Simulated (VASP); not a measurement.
# Al2O3 (P-3m1) in VASP: notebook

Runs on Al2O3. Level: PBEsol. Tasks: single point.

Program: VASP 6.6.1. These are calculated values, not measurements. Logs are shortened: lines on timing, memory, paths and dates and some standing lists are left out, and cuts for length are marked.

## 1. The cell of the first run

It takes space group P-3m1 (No. 164, trigonal). Conventional cell: a = 3.138 Å, b = 3.138 Å, c = 7.272 Å, α = 90.00°, β = 90.00°, γ = 120.00°. Within 2.1 Å of Al (site symmetry 3m) lie 4 O at 1.61 to 1.90 Å. O (site symmetry 3m) has 3 Al at 1.90 Å within 2.5 Å. O (site symmetry -3m) has 2 Al at 1.61 Å within 2.1 Å.

## 2. Single point, PBEsol (strain +0.040 along x and y, -0.040 along z)

Contents of INCAR:

```
  PREC = Accurate
  ENCUT = 520
  EDIFF = 1E-6
  ISMEAR = 0
  SIGMA = 0.05
  LREAL = F
  LASPH = T
  NELM = 60
  ALGO = Normal
  ISIF = 2
  LWAVE = F
  LCHARG = F
  GGA = PS
  NBANDS = 20
```

Contents of KPOINTS:

```
regular mesh
0
Gamma
  12 12 4
```

Contents of POSCAR:

```
Al2O3
1.0
    3.1381818458      0.0000000000      0.0000000000
   -1.5690909229      2.7177452001      0.0000000000
    0.0000000000      0.0000000000      7.2716505621
Al O
2 3
Direct
    0.0000000000      0.0000000000      0.2779510000
    0.0000000000      0.0000000000      0.7220490000
    0.3333333333      0.6666666667      0.1994540000
    0.6666666667      0.3333333333      0.8005460000
    0.0000000000      0.0000000000      0.5000000000
```

Potentials or basis: VASP PAW PBE potentials, release 64 (Al, O).

Command:

```
> cat potpaw_PBE.64/Al/POTCAR potpaw_PBE.64/O/POTCAR > POTCAR
> mpirun -np 1 vasp_std > vasp.out
```

OUTCAR:

```text
PREC = Accurate
   ENCUT = 520
   EDIFF = 1E-6
   ISMEAR = 0
   LREAL = F
   LASPH = T
   NELM = 60
   ISIF = 2
   GGA = PS

 ion  position               nearest neighbor table
   1  0.000  0.000  0.278-   5 1.61   3 1.90   3 1.90   3 1.90   2 3.23
   2  0.000  0.000  0.722-   5 1.61   4 1.90   4 1.90   4 1.90   1 3.23
   3  0.333  0.667  0.199-   1 1.90   1 1.90   1 1.90
   4  0.667  0.333  0.801-   2 1.90   2 1.90   2 1.90
   5  0.000  0.000  0.500-   1 1.61   2 1.61

  LATTYP: Found a hexagonal cell.
 ALAT       =     3.1381818458
 C/A-ratio  =     2.3171539826

  Lattice vectors:

 A1 = (   3.1381818458,   0.0000000000,   0.0000000000)
 A2 = (  -1.5690909229,   2.7177452001,   0.0000000000)
 A3 = (   0.0000000000,   0.0000000000,   7.2716505621)

Analysis of symmetry for initial positions (statically):
=====================================================================
 Subroutine PRICEL returns:
 Original cell was already a primitive cell.

 Routine SETGRP: Setting up the symmetry group for a
 hexagonal supercell.

 Subroutine GETGRP returns: Found 12 space group operations
 (whereof 12 operations were pure point group operations)
 out of a pool of 24 trial point group operations.

The static configuration has the point symmetry D_3d.

Analysis of symmetry for dynamics (positions and initial velocities):
=====================================================================
 Subroutine PRICEL returns:
 Original cell was already a primitive cell.

 Routine SETGRP: Setting up the symmetry group for a
 hexagonal supercell.

 Subroutine GETGRP returns: Found 12 space group operations
 (whereof 12 operations were pure point group operations)
 out of a pool of 24 trial point group operations.

The dynamic configuration has the point symmetry D_3d.

 Subroutine INISYM returns: Found 12 space group operations
 (whereof 12 operations are pure point group operations),
 and found     1 'primitive' translations

----------------------------------------------------------------------------------------

                                     Primitive cell

  volume of cell :      62.0183

  direct lattice vectors                    reciprocal lattice vectors
     3.138181846  0.000000000  0.000000000     0.318655849  0.183976040  0.000000000
    -1.569090923  2.717745200  0.000000000     0.000000000  0.367952080  0.000000000
[... 85 lines left out ...]
   ISPIN  =      1    spin polarized calculation?
   LNONCOLLINEAR =      F non collinear calculations
   LSORBIT =      F    spin-orbit coupling
   LASPH  =      T    aspherical Exc in radial PAW
   ENCUT  =  520.0 eV  38.22 Ry    6.18 a.u.   5.83  5.83 13.52*2*pi/ulx,y,z
   NELM   =     60;   NELMIN=  2; NELMDL= -5     # of ELM steps
   EDIFF  = 0.1E-05   stopping-criterion for ELM
   LREAL  =      F    real-space projection
   EDIFFG = 0.1E-04   stopping-criterion for IOM
   NSW    =      0    number of steps for IOM
   IBRION =     -1    ionic relax: 0-MD 1-quasi-New 2-CG
   NFREE  =      0    steps in history (QN), initial steepest desc. (CG)
   ISIF   =      2    stress and relaxation
   ISYM   =      2    0-nonsym 1-usesym 2-fastsym
   POTIM  = 0.5000    time-step for ionic-motion
   TEBEG  =    0.0;   TEEND  =   0.0 temperature during run
   PSTRESS=    0.0 pullay stress
   NELECT =      24.0000    total number of electrons
   NUPDOWN=      -1.0000    fix difference up-down
   EMIN   =  10.00;   EMAX   =-10.00  energy-range for DOS
   EFERMI =   0.00;   METHOD = LEGACY
   ISMEAR =     0;   SIGMA  =   0.05  broadening in eV -4-tet -1-fermi 0-gaus
   EFERMI_NEDOS =   21; number of points for ismear=-14 and -15
   IALGO  =     38    algorithm
   IMIX   =      4    mixing-type and parameters
     AMIX     =   0.40;   BMIX     =  1.00
     AMIX_MAG =   1.60;   BMIX_MAG =  1.00
  volume/ion in A,a.u.               =      12.40        83.70
  Fermi-wavevector in a.u.,A,eV,Ry     =   1.192995  2.254434 19.364317  1.423237
  Thomas-Fermi vector in A             =   2.329020
   LORBIT       =      0    0 simple, 1 ext, 2 COOP (PROOUT), +10 PAW based schemes
   GGA     = PS    functional components
   LHFCALC =     F    Hartree Fock is set to
   AEXX    =    0.0000 exact exchange contribution
   IVDW    =     0    specifies the selected vdW correction
   LEPSILON=     F    determine dielectric tensor
   LRPA    =     F    only Hartree local field effects (RPA)
 non-spin polarized calculation
 Gauss-broadening in eV      SIGMA  =   0.05
  energy-cutoff  :      520.00
  volume of cell :       62.02
 maximum number of plane-waves:      1684
   NGX = 11   NGY = 11   NGZ = 27

 number of electron      23.9999993 magnetization

 Free energy of the ion-electron system (eV)
  ---------------------------------------------------
  ext. energy  EPLUGINS =         0.00000000
  ---------------------------------------------------
  free energy    TOTEN  =       -37.28016459 eV

  energy without entropy =      -37.28016459  energy(sigma->0) =      -37.28016459

 E-fermi :   2.8205     XC(G=0):  -9.8005

 val. band max:        2.5815393299   @ k =   0.0000   0.0000   0.0000
 cond. band min:       5.2722925533   @ k =   0.0000   0.0000   0.0000
 fundamental gap:      2.6907532234
 Fermi energy:         2.8204755026

 k-point     1 :       0.0000    0.0000    0.0000
  band No.  band energies     occupation
      1     -15.5345      2.00000
      2     -15.1862      2.00000
      3     -13.7489      2.00000
      4      -2.4177      2.00000
      5      -0.5201      2.00000
      6       0.0297      2.00000
[... 541 lines left out ...]
     19      15.1246      0.00000
     20      15.9341      0.00000

 [... further k-points ...]
[... 5 lines left out ...]
  --------------------------------------------------------------------------------------
  -------------------------------------------------------------------------------------
  Total       -6.7106088     -6.7106088      7.2683033      0.0000000      0.0000000     -0.0000000
  in kB     -173.3615031   -173.3615031    187.7689514      0.0000000      0.0000000     -0.0000000
  external PRESSURE =     -52.9846849 kB  Pullay stress =       0.0000000 kB

 VOLUME and BASIS-vectors are now :
 -----------------------------------------------------------------------------
  energy-cutoff  :      520.00
  volume of cell :       62.02
      direct lattice vectors                 reciprocal lattice vectors
     3.138181846  0.000000000  0.000000000     0.318655849  0.183976040  0.000000000
    -1.569090923  2.717745200  0.000000000     0.000000000  0.367952080  0.000000000
     0.000000000  0.000000000  7.271650562     0.000000000  0.000000000  0.137520360

 POSITION                                       TOTAL-FORCE (eV/Angst)
 -----------------------------------------------------------------------------------
      0.00000      0.00000      2.02116        -0.000000      0.000000     -2.698247
      0.00000      0.00000      5.25049         0.000000     -0.000000      2.698247
     -0.00000      1.81183      1.45036         0.000000      0.000000      0.398506
      1.56909      0.90592      5.82129        -0.000000      0.000000     -0.398506
      0.00000      0.00000      3.63583         0.000000      0.000000      0.000000
 -----------------------------------------------------------------------------------
    total drift:                                0.000000      0.000000     -0.000000

  FREE ENERGIE OF THE ION-ELECTRON SYSTEM (eV)
  ---------------------------------------------------
  free  energy   TOTEN  =       -37.2801645855 eV

  energy  without entropy=      -37.2801645855  energy(sigma->0) =      -37.28016459
```

OSZICAR:

```text
N       E                     dE             d eps       ncg     rms          rms(c)
DAV:   1     0.101685842320E+03    0.10169E+03   -0.12259E+04  2776   0.108E+03
DAV:   2    -0.354491022778E+02   -0.13713E+03   -0.13207E+03  3396   0.236E+02
DAV:   3    -0.426075848259E+02   -0.71585E+01   -0.71355E+01  3520   0.569E+01
DAV:   4    -0.426601787520E+02   -0.52594E-01   -0.52580E-01  3488   0.546E+00
DAV:   5    -0.426607446740E+02   -0.56592E-03   -0.56591E-03  3492   0.549E-01    0.133E+01
DAV:   6    -0.374721156223E+02    0.51886E+01   -0.16929E+01  3136   0.284E+01    0.561E+00
DAV:   7    -0.373605036704E+02    0.11161E+00   -0.63433E-01  3356   0.599E+00    0.272E+00
DAV:   8    -0.372920055953E+02    0.68498E-01   -0.89007E-02  3572   0.242E+00    0.106E+00
DAV:   9    -0.372789050605E+02    0.13101E-01   -0.29597E-02  3768   0.173E+00    0.258E-01
DAV:  10    -0.372799908224E+02   -0.10858E-02   -0.71312E-03  3544   0.673E-01    0.204E-01
DAV:  11    -0.372801607147E+02   -0.16989E-03   -0.61612E-04  3204   0.182E-01    0.308E-02
DAV:  12    -0.372801623892E+02   -0.16745E-05   -0.83998E-05  3572   0.776E-02    0.104E-02
DAV:  13    -0.372801647016E+02   -0.23124E-05   -0.24697E-05  3600   0.393E-02    0.565E-03
DAV:  14    -0.372801645855E+02    0.11612E-06   -0.28940E-06  3184   0.132E-02
   1 F= -.37280165E+02 E0= -.37280165E+02  d E =-.436697E-13
```

It took 27 s on 1 thread of Intel Xeon 6975P-C (Granite Rapids), shared host; peak memory 0.21 GiB.

What came out:

```
Free energy            : -37.2802 eV
Pressure               : -5.3 GPa
Largest force          : 2.698 eV/Å
Band gap on the k mesh : 2.69 eV, direct
```

Forces in eV/Å, atoms in the order of the input:
```
Al   0.000  0.000 -2.698
Al   0.000  0.000  2.698
O    0.000  0.000  0.399
O    0.000  0.000 -0.399
O    0.000  0.000  0.000
```

Levels at points of the mesh, in eV from the valence-band top:
```tsv
k point	band 10	band 11	band 12	band 13	band 14	band 15
(0.00, 0.00, 0.00)	-1.16	0.00	0.00	2.69	4.68	7.92
(0.50, 0.00, 0.00)	-1.75	-0.79	-0.34	5.26	6.87	8.36
(0.00, 0.00, 0.50)	-2.13	0.00	0.00	3.56	3.87	8.57
(0.50, 0.00, 0.50)	-2.01	-0.67	-0.33	5.83	6.08	8.66
```

Caveat: the cell differs from its parent crystal (strain +0.040 along x and y, -0.040 along z); the PAW data sets were made with another functional, which shifts forces and pressure a little.

## 3. Single point, PBEsol (strain +0.000 along x and y, +0.040 along z)

Contents of INCAR:

```
SYSTEM = Al2O3
PREC = Accurate
ENCUT = 520
EDIFF = 1E-6
ISMEAR = 0
SIGMA = 0.05
LREAL = .FALSE.
LASPH = .TRUE.
NELM = 80
ALGO = Normal
ISIF = 2
LWAVE = .FALSE.
LCHARG = .TRUE.
GGA = PS
LELF = .TRUE.
LVHAR = .TRUE.
NBANDS = 20
```

Contents of KPOINTS:

```
Automatic mesh
0
G
  12 12 4
  0 0 0
```

Changes to POSCAR since step 2:

```diff
@@ -2,5 +2,5 @@
 1.0
-    3.1381818458      0.0000000000      0.0000000000
-   -1.5690909229      2.7177452001      0.0000000000
-    0.0000000000      0.0000000000      7.2716505621
+    3.0174825440      0.0000000000      0.0000000000
+   -1.5087412720      2.6132165386      0.0000000000
+    0.0000000000      0.0000000000      7.8776214423
 Al O
```

Potentials or basis: VASP PAW PBE potentials, release 64 (Al, O).

Command:

```
> cat potpaw_PBE.64/Al/POTCAR potpaw_PBE.64/O/POTCAR > POTCAR
> mpirun -np 1 vasp_std > vasp.out
```

It took 28 s on 1 thread of Intel Xeon 6975P-C (Granite Rapids), shared host; peak memory 0.21 GiB.

It converged, with:

```yaml
Free_energy: -37.5529 eV
Pressure: -9.7 GPa
Largest_force: 1.583 eV/Å
Band_gap_on_the_k_mesh: 1.52 eV, direct
```

Forces on the atoms (eV/Å):
```
Al   0.000  0.000  1.583
Al   0.000  0.000 -1.583
O    0.000  0.000  0.498
O    0.000  0.000 -0.498
O    0.000  0.000  0.000
```

Stress tensor (GPa, compression positive):
```
 -4.45   0.00   0.00
  0.00  -4.45   0.00
  0.00   0.00 -20.21
```

Levels at points of the mesh, in eV from the valence-band top:
| k point | band 9 | band 10 | band 11 | band 12 | band 13 | band 14 | band 15 | band 16 |
| --- | --- | --- | --- | --- | --- | --- | --- | --- |
| (0.00, 0.00, 0.00) | -4.22 | -2.85 | 0.00 | 0.00 | 1.52 | 3.48 | 6.49 | 9.45 |
| (0.50, 0.00, 0.00) | -3.75 | -3.70 | -2.11 | -0.51 | 3.87 | 5.36 | 7.38 | 8.04 |
| (0.00, 0.00, 0.50) | -4.22 | -3.47 | 0.00 | 0.00 | 2.43 | 2.56 | 7.27 | 7.80 |
| (0.50, 0.00, 0.50) | -3.89 | -3.66 | -2.07 | -0.51 | 4.21 | 4.90 | 7.11 | 8.02 |

Caveat: the cell differs from its parent crystal (strain +0.000 along x and y, +0.040 along z); the PAW data sets were made with another functional, which shifts forces and pressure a little.

## 4. Single point, PBEsol (strain +0.080 along x and y, -0.080 along z)

Contents of INCAR:

```
SYSTEM = Al2O3
  ALGO = Normal
  EDIFF = 1E-7
  ENCUT = 520
  GGA = PS
  ISIF = 2
  ISMEAR = 0
  LASPH = .TRUE.
  LCHARG = .TRUE.
  LELF = .TRUE.
  LREAL = .FALSE.
  LVHAR = .TRUE.
  LWAVE = .FALSE.
  NBANDS = 20
  NELM = 100
  PREC = Accurate
  SIGMA = 0.05
```

Contents of KPOINTS:

```
k-points
0
G
  12 12 4
  0 0 0
```

Changes to POSCAR since step 3:

```diff
@@ -2,5 +2,5 @@
 1.0
-    3.0174825440      0.0000000000      0.0000000000
-   -1.5087412720      2.6132165386      0.0000000000
-    0.0000000000      0.0000000000      7.8776214423
+    3.2588811475      0.0000000000      0.0000000000
+   -1.6294405738      2.8222738617      0.0000000000
+    0.0000000000      0.0000000000      6.9686651220
 Al O
```

Command:

```
> cat potpaw_PBE.64/Al/POTCAR potpaw_PBE.64/O/POTCAR > POTCAR
> mpirun -np 1 vasp_std > vasp.out
```

Run time: 29 s. Hardware: 1 thread of Intel Xeon 6975P-C (Granite Rapids), shared host; peak memory 0.21 GiB.

Results (log left out):

```yaml
Free_energy: -36.0929 eV
Pressure: -2.9 GPa
Largest_force: 6.260 eV/Å
Band_gap_on_the_k_mesh: 2.73 eV, indirect (least direct gap 3.09 eV)
```

Forces on the atoms (eV/Å):
```
Al   0.000  0.000 -6.260
Al   0.000  0.000  6.260
O    0.000  0.000  0.468
O    0.000  0.000 -0.468
O    0.000  0.000  0.000
```

Stress tensor (GPa, compression positive):
```
-26.67   0.00   0.00
  0.00 -26.67   0.00
  0.00   0.00  44.64
```

Levels at points of the mesh, in eV from the valence-band top:
| k point | band 8 | band 9 | band 10 | band 11 | band 12 | band 13 | band 14 | band 15 | band 16 | band 17 |
| --- | --- | --- | --- | --- | --- | --- | --- | --- | --- | --- |
| (0.00, 0.00, 0.00) | -1.82 | -1.82 | -0.37 | -0.37 | -0.37 | 2.73 | 4.80 | 8.15 | 11.73 | 11.73 |
| (0.50, 0.00, 0.00) | -2.54 | -2.24 | -0.87 | -0.54 | -0.18 | 5.47 | 7.15 | 8.29 | 10.02 | 10.10 |
| (0.00, 0.00, 0.50) | -1.78 | -1.59 | -1.15 | -0.38 | -0.38 | 3.56 | 4.08 | 8.77 | 10.03 | 11.52 |
| (0.50, 0.00, 0.50) | -2.41 | -2.39 | -1.17 | -0.51 | -0.01 | 6.11 | 6.24 | 8.84 | 8.93 | 10.83 |

Caveat: the cell differs from its parent crystal (strain +0.080 along x and y, -0.080 along z); the PAW data sets were made with another functional, which shifts forces and pressure a little. A k mesh can miss the band edges.

## 5. Single point, PBEsol (strain +0.000 along x and y, +0.080 along z)

Contents of INCAR:

```
ALGO = Normal
EDIFF = 1E-7
ENCUT = 520
GGA = PS
ISIF = 2
ISMEAR = 0
LASPH = True
LCHARG = True
LELF = True
LREAL = False
LVHAR = True
LWAVE = False
NBANDS = 20
NELM = 80
PREC = Accurate
SIGMA = 0.05
```

Contents of KPOINTS:

```
k-points
0
Gamma
  12 12 4
```

Changes to POSCAR since step 4:

```diff
@@ -2,5 +2,5 @@
 1.0
-    3.2588811475      0.0000000000      0.0000000000
-   -1.6294405738      2.8222738617      0.0000000000
-    0.0000000000      0.0000000000      6.9686651220
+    3.0174825440      0.0000000000      0.0000000000
+   -1.5087412720      2.6132165386      0.0000000000
+    0.0000000000      0.0000000000      8.1806068824
 Al O
```

Command:

```
> cat potpaw_PBE.64/Al/POTCAR potpaw_PBE.64/O/POTCAR > POTCAR
> mpirun -np 1 vasp_std > vasp.out
```

Wall time 32 s (1 thread of Intel Xeon 6975P-C (Granite Rapids), shared host); peak memory 0.21 GiB.

Results (log left out):

* Free energy: -37.1565 eV
* Pressure: -14.1 GPa
* Largest force: 2.522 eV/Å
* Band gap on the k mesh: 0.88 eV, direct

Forces in eV/Å, atoms in the order of the input:
```
Al   0.000  0.000  2.522
Al   0.000  0.000 -2.522
O    0.000  0.000  0.798
O    0.000  0.000 -0.798
O    0.000  0.000  0.000
```

Stress tensor (GPa, compression positive):
```
 -4.84   0.00   0.00
  0.00  -4.84   0.00
  0.00   0.00 -32.54
```

Levels at points of the mesh, in eV from the valence-band top:
| k point | band 9 | band 10 | band 11 | band 12 | band 13 | band 14 | band 15 | band 16 |
| --- | --- | --- | --- | --- | --- | --- | --- | --- |
| (0.00, 0.00, 0.00) | -4.68 | -3.27 | 0.00 | 0.00 | 0.88 | 2.82 | 5.78 | 8.57 |
| (0.50, 0.00, 0.00) | -4.24 | -3.88 | -2.36 | -0.52 | 3.30 | 4.69 | 6.53 | 7.51 |
| (0.00, 0.00, 0.50) | -4.68 | -3.76 | 0.00 | 0.00 | 1.67 | 2.01 | 6.58 | 7.03 |
| (0.50, 0.00, 0.50) | -4.39 | -3.82 | -2.34 | -0.52 | 3.57 | 4.34 | 6.23 | 7.56 |

Caveat: the cell differs from its parent crystal (strain +0.000 along x and y, +0.080 along z); the PAW data sets were made with another functional, which shifts forces and pressure a little. A k mesh can miss the band edges.

## 6. Summary

```tsv
cell	gap on the mesh (eV)	pressure (GPa)	largest force (eV/Å)
a = 3.138, b = 3.138, c = 7.272 Å, angles 90.0, 90.0, 120.0°, 5 atoms	2.69	-5.3	2.70
a = 3.017, b = 3.017, c = 7.878 Å, angles 90.0, 90.0, 120.0°, 5 atoms	1.52	-9.7	1.58
a = 3.259, b = 3.259, c = 6.969 Å, angles 90.0, 90.0, 120.0°, 5 atoms	2.73	-2.9	6.26
a = 3.017, b = 3.017, c = 8.181 Å, angles 90.0, 90.0, 120.0°, 5 atoms	0.88	-14.1	2.52
```

Alike in all rows: task single point; level PBEsol; potentials or basis VASP PAW PBE potentials, release 64 (Al, O); no spin polarisation; k mesh 12 × 12 × 4; cutoff (eV) 520; smearing gaussian 0.05 eV.

Caveats: the PAW data sets were made with another functional, which shifts forces and pressure a little.

Total energies depend on the potentials used, so only differences within one code and one set of settings carry meaning.
